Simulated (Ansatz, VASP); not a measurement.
Two plane-wave programs on BN

```
B N
1.0
     0.00000    1.71174    1.90914
     1.90914    0.00000    1.90914
     1.90914    1.71174    0.00000
B N
1 1
Direct
  0.00000 0.00000 0.00000
  0.75000 0.75000 0.75000
```

Alike in both runs: task single point; functional PBE; k mesh 12 × 12 × 12; occupations gaussian, width 0.05 eV; no spin polarisation.

|  | VASP | Ansatz |
| --- | --- | --- |
| version | VASP 6.6.1 | Ansatz 0.2.0 |
| potentials or method | VASP PAW PBE potentials, release 64 (B, N), cutoff 520 eV | scalar-relativistic, plane waves, PAW |
| valence electrons in the cell | 8 | 8 |

```csv
,VASP,Ansatz,Ansatz less VASP
gap on the k mesh at the Fermi level (eV),2.77,2.78,+0.010
least direct gap on the mesh (eV),7.57,7.58,+0.010
pressure (GPa),-16.1,-16.2,-0.09
"traceless stress, the component that is largest in VASP (GPa)",36.35,36.33,-0.023
```

The functional is the same, so the differences come from potentials, cutoffs and numerics.
